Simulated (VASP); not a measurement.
A run of VASP 6.6.1 is set up as follows.

INCAR

```
ALGO = Normal ; EDIFF = 1E-6
ENCUT = 500 ; GGA = PE
GGA_COMPAT = F ; ISIF = 2
ISMEAR = 0 ; ISPIN = 2
LASPH = T ; LCHARG = F
LMAXMIX = 4 ; LORBIT = 11
LREAL = F ; LWAVE = F
MAGMOM = 1 ; NBANDS = 17
NELM = 200 ; PREC = Accurate
SIGMA = 0.1
```

Contents of KPOINTS:

```
k-points
0
Gamma
  6 6 6
```

Contents of POSCAR:

```
Mo
1.0
    2.7609135044      0.0000000000      0.0000000000
   -1.3804567522      2.3910212324      0.0000000000
    0.0000000000      0.0000000000      2.5534321546
Mo
1
Direct
    0.0000000000      0.0000000000      0.0000000000
```

Potentials or basis: VASP PAW PBE potentials, release 64 (Mo_sv).

Run with:

```bash
$ cat potpaw_PBE.64/Mo_sv/POTCAR > POTCAR
$ mpirun -np 1 vasp_std > vasp.out
```

Predict the net moment.

0.00 μB per cell.

Estimate the band gap on the k mesh.

zero (filled and empty bands overlap).

Predict the pressure.

-0.9 GPa.

Stress tensor (GPa, compression positive):
```
-0.24  0.00  0.00
 0.00 -0.24  0.00
 0.00  0.00 -2.17
```

Caveat: the k points lie up to 0.44 Å⁻¹ apart.
